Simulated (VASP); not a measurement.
CoO: single point with PBEsol

The system is CoO.

```
CELL_PARAMETERS angstrom
0.00000 2.13150 2.13150
2.13150 0.00000 2.13150
2.13150 2.13150 0.00000
ATOMIC_POSITIONS crystal
Co 0.00000 0.00000 0.00000
O 0.50000 0.50000 0.50000
```

```
Program             : VASP 6.6.1
Task                : single point
Functional          : PBEsol
Potentials or basis : VASP PAW PBE potentials, release 64 (Co_sv, O)
Cutoff              : 700 eV
k mesh              : 11 × 11 × 11
Occupations         : fermi-dirac, width 0.05 eV
Spin                : collinear spin, ferromagnetic start
Starting moments    : [1.71, 0.0] μB
```

```
Pressure                                              : -12.0 GPa
Net moment                                            : 2.95 μB per cell
Site moments                                          : Co +2.53; O +0.32 μB
Valence electrons inside the program's atomic spheres : Co 14.87; O 4.95
```

Levels at points of the mesh, in eV from the Fermi level:
Spin up:
| k point | band 11 | band 12 | band 13 | band 14 | band 15 | band 16 |
| --- | --- | --- | --- | --- | --- | --- |
| (0.00, 0.00, 0.00) | -3.17 | -3.17 | -3.17 | 0.76 | 16.47 | 17.79 |
Spin down:
```
           k point  band 8  band 9  band 10  band 11  band 12  band 13
(0.00, 0.00, 0.00)   -2.65   -1.11    -1.11    -1.11    -0.12    -0.12
```

It took 40 s on 1 thread of Intel(R) Xeon(R) 6975P-C (Granite Rapids) (shared host), peak memory 0.2 GiB.

Caveat: the cell stands under tension; the PAW data sets were made with another functional, which shifts forces and pressure a little; a cell with one magnetic atom can't hold antiferromagnetic order, which such compounds often take; semilocal functionals often make such compounds metallic where correlation or magnetic order opens a gap, which also shifts bond lengths. With open d or f shells a metallic result of PBEsol can be an artefact of self-interaction; +U or a hybrid may open a gap.
